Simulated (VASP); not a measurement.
Here is a VASP 6.6.1 calculation.

The input INCAR:

```
SYSTEM = Ir
ALGO = Normal
EDIFF = 1E-6
ENCUT = 560
GGA_COMPAT = .False.
ISIF = 2
ISMEAR = -1
LASPH = .True.
LCHARG = .False.
LREAL = .False.
LWAVE = .False.
NBANDS = 24
NELM = 120
PREC = Accurate
SIGMA = 0.1
```

File KPOINTS:

```
k-points
0
Gamma
  15 15 8
  0 0 0
```

Contents of POSCAR:

```
Ir
1.0
    2.5924430331      0.0000000000      0.0000000000
   -1.2962215166      2.2451215245      0.0000000000
    0.0000000000      0.0000000000      4.2078773607
Ir
2
Direct
    0.3333333333      0.6666666667      0.2500000000
    0.6666666667      0.3333333333      0.7500000000
```

Potentials or basis: VASP PAW LDA potentials, release 64 (Ir_sv_GW).

Run with:

```sh
$ cat potpaw_LDA.64/Ir_sv_GW/POTCAR > POTCAR
$ mpirun -np 1 vasp_std > vasp.out
```

Estimate the pressure.

69.9 GPa.

Estimate the band gap on the k mesh.

zero (bands 17 and 18 overlap by 4.15 eV).

Stress tensor (GPa, compression positive):
```
69.60  0.00  0.00
 0.00 69.60  0.00
 0.00  0.00 70.59
```

Caveat: the cell stands under pressure; spin-orbit coupling is left out, which moves the levels of the heavy elements.
